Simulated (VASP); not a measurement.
# ZrC (P-6m2) in VASP: notebook, part 2 of 3

VASP 6.6.1. The steps go on from the part before.

## Step 3: Single point, LDA

INCAR

```
ALGO = Normal
EDIFF = 1E-7
ENCUT = 520
ISIF = 2
ISMEAR = 0
LASPH = T
LCHARG = F
LREAL = F
LWAVE = F
NBANDS = 15
NELM = 100
PREC = Accurate
SIGMA = 0.05
```

KPOINTS

```
k-points
0
Gamma
  12 12 12
```

POSCAR

```
ZrC
1.0
    3.2695327460      0.0000000000      0.0000000000
   -1.6347663730      2.8314984165      0.0000000000
    0.0000000000      0.0000000000      2.9397343753
Zr C
1 1
Direct
    0.0000000000      0.0000000000      0.0000000000
    0.6666666667      0.3333333333      0.5000000000
```

Potentials or basis: VASP PAW LDA potentials, release 64 (Zr_sv, C).

Started as:

```console
$ cat potpaw_LDA.64/Zr_sv/POTCAR potpaw_LDA.64/C/POTCAR > POTCAR
$ mpirun -np 1 vasp_std > vasp.out
```

OUTCAR:

```text
EDIFF = 1E-7
   ENCUT = 520
   ISIF = 2
   ISMEAR = 0
   LASPH = T
   LREAL = F
   NELM = 100
   PREC = Accurate

 ion  position               nearest neighbor table
   1  0.000  0.000  0.000-   2 2.39   2 2.39   2 2.39   2 2.39   2 2.39   2 2.39
   2  0.667  0.333  0.500-   1 2.39   1 2.39   1 2.39   1 2.39   1 2.39   1 2.39

  LATTYP: Found a hexagonal cell.
 ALAT       =     3.2695327460
 C/A-ratio  =     0.8991298157

  Lattice vectors:

 A1 = (   3.2695327460,   0.0000000000,   0.0000000000)
 A2 = (  -1.6347663730,   2.8314984165,   0.0000000000)
 A3 = (   0.0000000000,   0.0000000000,   2.9397343753)

Analysis of symmetry for initial positions (statically):
=====================================================================
 Subroutine PRICEL returns:
 Original cell was already a primitive cell.

 Routine SETGRP: Setting up the symmetry group for a
 hexagonal supercell.

 Subroutine GETGRP returns: Found 12 space group operations
 (whereof 12 operations were pure point group operations)
 out of a pool of 24 trial point group operations.

The static configuration has the point symmetry D_3h.

[... 173 lines left out ...]
      5      -2.0235      2.00000
      6       7.2130      2.00000
      7       7.2130      2.00000
      8       7.5263      2.00000
      9      10.4927      0.00000
     10      14.0106      0.00000
     11      14.0454      0.00000
     12      14.0454      0.00000
     13      14.9792      0.00000
     14      14.9792      0.00000
[... 401 lines left out ...]
      2     -17.6184      2.00000
      3     -17.1720      2.00000
      4     -16.6642      2.00000
      5      -0.4715      2.00000
      6       5.1782      2.00000
      7       7.9889      2.00000
      8       8.5347      2.00000
      9       8.7625      1.45563
     10      13.0816      0.00000
     11      13.5340      0.00000
     12      14.9060      0.00000
     13      15.6484      0.00000
     14      18.2599      0.00000
     15      22.2116      0.00000

 [... further k-points ...]

------------------------ aborting loop because EDIFF is reached ----------------------------------------

  FORCE on cell =-STRESS in cart. coord.  units (eV):
  Direction    XX          YY          ZZ          XY          YZ          ZX
  --------------------------------------------------------------------------------------
  -------------------------------------------------------------------------------------
  Total       -1.4060366     -1.4060366     -1.5557879      0.0000000     -0.0000000      0.0000000
  in kB      -82.7746050    -82.7746050    -91.5905915      0.0000000     -0.0000000      0.0000000
  external PRESSURE =     -85.7132672 kB  Pullay stress =       0.0000000 kB

 VOLUME and BASIS-vectors are now :
 -----------------------------------------------------------------------------
  energy-cutoff  :      520.00
  volume of cell :       27.22
      direct lattice vectors                 reciprocal lattice vectors
     3.269532746  0.000000000  0.000000000     0.305854101  0.176584948  0.000000000
    -1.634766373  2.831498417  0.000000000     0.000000000  0.353169896  0.000000000
     0.000000000  0.000000000  2.939734375     0.000000000  0.000000000  0.340166788

 POSITION                                       TOTAL-FORCE (eV/Angst)
 -----------------------------------------------------------------------------------
      0.00000      0.00000      0.00000         0.000000     -0.000000      0.000000
      1.63477      0.94383      1.46987        -0.000000      0.000000      0.000000
 -----------------------------------------------------------------------------------
    total drift:                                0.000000     -0.000000      0.000000

  FREE ENERGIE OF THE ION-ELECTRON SYSTEM (eV)
  ---------------------------------------------------
  free  energy   TOTEN  =       -19.7611262601 eV

  energy  without entropy=      -19.7606790383  energy(sigma->0) =      -19.76090265
```

Wall time 53 s (1 thread of Intel Xeon 8259CL, shared host); peak memory 0.17 GiB.

What came out:

* Free energy: -19.7611 eV
* Pressure: -8.6 GPa
* Band gap on the k mesh: zero (bands 8 and 9 overlap by 0.42 eV)

Caveat: the cell stands under tension.

## Step 4: Single point, PBE

This run uses another cell than the first one, of 13.47 Å³/atom.

INCAR: that of step 3 with these lines changed.

```diff
@@ -1,4 +1,5 @@
 ALGO = Normal
-EDIFF = 1E-7
+EDIFF = 1E-6
 ENCUT = 520
+GGA = PE
 ISIF = 2
```

KPOINTS is that of step 3.

POSCAR: that of step 3 with these lines changed.

```diff
@@ -4,3 +4,3 @@
    -1.6347663730      2.8314984165      0.0000000000
-    0.0000000000      0.0000000000      2.9397343753
+    0.0000000000      0.0000000000      2.9103370315
 Zr C
```

Potentials or basis: VASP PAW PBE potentials, release 64 (Zr_sv, C).

Started as:

```console
$ cat potpaw_PBE.64/Zr_sv/POTCAR potpaw_PBE.64/C/POTCAR > POTCAR
$ mpirun -np 1 vasp_std > vasp.out
```

OUTCAR:

```text
EDIFF = 1E-6
   ENCUT = 520
   GGA = PE
   ISIF = 2
   ISMEAR = 0
   LASPH = T
   LREAL = F
   NELM = 100
   PREC = Accurate

 ion  position               nearest neighbor table
   1  0.000  0.000  0.000-   2 2.38   2 2.38   2 2.38   2 2.38   2 2.38   2 2.38
   2  0.667  0.333  0.500-   1 2.38   1 2.38   1 2.38   1 2.38   1 2.38   1 2.38

  LATTYP: Found a hexagonal cell.
 ALAT       =     3.2695327460
 C/A-ratio  =     0.8901385175

  Lattice vectors:

[... 617 lines left out ...]
 [... further k-points ...]

------------------------ aborting loop because EDIFF is reached ----------------------------------------

  FORCE on cell =-STRESS in cart. coord.  units (eV):
  Direction    XX          YY          ZZ          XY          YZ          ZX
  --------------------------------------------------------------------------------------
  -------------------------------------------------------------------------------------
  Total        0.1945793      0.1945793      0.8467853      0.0000000      0.0000000      0.0000000
  in kB       11.5707603     11.5707603     50.3545339      0.0000000      0.0000000      0.0000000
  external PRESSURE =      24.4986849 kB  Pullay stress =       0.0000000 kB

 VOLUME and BASIS-vectors are now :
 -----------------------------------------------------------------------------
  energy-cutoff  :      520.00
  volume of cell :       26.94
      direct lattice vectors                 reciprocal lattice vectors
     3.269532746  0.000000000  0.000000000     0.305854101  0.176584948  0.000000000
    -1.634766373  2.831498417  0.000000000     0.000000000  0.353169896  0.000000000
     0.000000000  0.000000000  2.910337032     0.000000000  0.000000000  0.343602816

 POSITION                                       TOTAL-FORCE (eV/Angst)
 -----------------------------------------------------------------------------------
      0.00000      0.00000      0.00000        -0.000000      0.000000      0.000000
      1.63477      0.94383      1.45517         0.000000     -0.000000      0.000000
 -----------------------------------------------------------------------------------
    total drift:                                0.000000     -0.000000      0.000000

  FREE ENERGIE OF THE ION-ELECTRON SYSTEM (eV)
  ---------------------------------------------------
  free  energy   TOTEN  =       -18.0105283840 eV

  energy  without entropy=      -18.0099834781  energy(sigma->0) =      -18.01025593
```

OSZICAR:

```text
N       E                     dE             d eps       ncg     rms          rms(c)
DAV:   1     0.102166366890E+03    0.10217E+03   -0.87531E+03  4006   0.107E+03
DAV:   2    -0.175931958922E+02   -0.11976E+03   -0.11155E+03  5145   0.282E+02
DAV:   3    -0.219000497742E+02   -0.43069E+01   -0.42728E+01  5892   0.475E+01
DAV:   4    -0.219703687336E+02   -0.70319E-01   -0.70295E-01  5082   0.594E+00
DAV:   5    -0.219715466023E+02   -0.11779E-02   -0.11779E-02  5841   0.561E-01    0.192E+01
DAV:   6    -0.182788256416E+02    0.36927E+01   -0.76834E+00  4693   0.240E+01    0.645E+00
DAV:   7    -0.180351443801E+02    0.24368E+00   -0.75799E-01  4417   0.735E+00    0.595E+00
DAV:   8    -0.180370594302E+02   -0.19151E-02   -0.31749E-01  5209   0.454E+00    0.361E+00
DAV:   9    -0.180103223381E+02    0.26737E-01   -0.54016E-02  4767   0.173E+00    0.258E-01
DAV:  10    -0.180105487026E+02   -0.22636E-03   -0.15338E-03  5064   0.407E-01    0.615E-02
DAV:  11    -0.180105303633E+02    0.18339E-04   -0.62530E-05  5057   0.697E-02    0.192E-02
DAV:  12    -0.180105280092E+02    0.23541E-05   -0.40922E-06  5133   0.192E-02    0.293E-03
DAV:  13    -0.180105283840E+02   -0.37473E-06   -0.24692E-07  2912   0.488E-03
   1 F= -.18010528E+02 E0= -.18010256E+02  d E =-.544906E-03
```

stdout:

```text
POSCAR found type information on POSCAR ZrC
 POSCAR found :  2 types and       2 ions
 scaLAPACK will be used
 LDA part: xc-table for (Slater+PW92), standard interpolation
 POSCAR, INCAR and KPOINTS ok, starting setup
 FFT: planning ... GRIDC
 FFT: planning ... GRID_SOFT
 FFT: planning ... GRID
 WAVECAR not read
 entering main loop
```

Run time: 54 s. Hardware: 1 thread of Intel Xeon 8259CL, shared host; peak memory 0.18 GiB.

Results:

```yaml
Free_energy: -18.0105 eV
Pressure: 2.4 GPa
Band_gap_on_the_k_mesh: zero (bands 8 and 9 overlap by 0.35 eV)
```

Levels at points of the mesh, in eV from the Fermi level:
```
           k point  band 4  band 5  band 6  band 7  band 8  band 9  band 10  band 11  band 12  band 13
(0.00, 0.00, 0.00)  -25.56  -11.03   -1.67   -1.67   -1.27    1.79     5.18     5.33     5.33     6.31
(0.50, 0.00, 0.00)  -25.47   -9.03   -4.10   -0.87   -0.47    0.32     4.74     5.09     5.37     7.47
(0.00, 0.00, 0.50)  -25.86   -8.09   -5.02   -0.64   -0.64    1.74     1.74     4.78     4.78     5.73
(0.50, 0.00, 0.50)  -26.01   -9.05   -3.61   -2.36   -2.05    2.08     5.44     6.56     6.96     8.72
```

## Step 5: Single point, PBE (13.88 Å³/atom)

This run uses another cell than the first one, of 13.88 Å³/atom.

INCAR

```
PREC = Accurate
ENCUT = 520
EDIFF = 1E-6
ISMEAR = 0
SIGMA = 0.05
LREAL = False
LASPH = True
NELM = 60
ALGO = Normal
ISIF = 2
LWAVE = False
LCHARG = True
GGA = PE
LELF = True
LVHAR = True
NBANDS = 15
```

KPOINTS

```
regular mesh
0
Gamma
  12 12 12
```

POSCAR

```
ZrC
1.0
    3.2941376601      0.0000000000      0.0000000000
   -1.6470688301      2.8528068972      0.0000000000
    0.0000000000      0.0000000000      2.9539025048
Zr C
1 1
Direct
    0.0000000000      0.0000000000      0.0000000000
    0.6666666667      0.3333333333      0.5000000000
```

Started as:

```console
$ cat potpaw_PBE.64/Zr_sv/POTCAR potpaw_PBE.64/C/POTCAR > POTCAR
$ mpirun -np 1 vasp_std > vasp.out
```

Run time: 50 s. Hardware: 1 thread of Intel Xeon 8259CL, shared host; peak memory 0.18 GiB.

Results (log left out):

```yaml
Free_energy: -18.0100 eV
Pressure: -3.3 GPa
Band_gap_on_the_k_mesh: zero (bands 8 and 9 overlap by 0.32 eV)
```

Levels at points of the mesh, in eV from the Fermi level:
```csv
k point,band 5,band 6,band 7,band 8,band 9,band 10,band 11,band 12
"(0.00, 0.00, 0.00)",-10.89,-1.54,-1.54,-1.18,1.70,5.07,5.14,5.14
"(0.50, 0.00, 0.00)",-8.95,-4.03,-0.80,-0.49,0.35,4.57,5.00,5.24
"(0.00, 0.00, 0.50)",-8.12,-4.91,-0.53,-0.53,1.71,1.71,4.74,4.74
"(0.50, 0.00, 0.50)",-8.93,-3.50,-2.22,-2.03,1.98,5.28,6.34,6.71
```

Caveat: the cell stands under tension.

(Continued in part 3 of 3.)
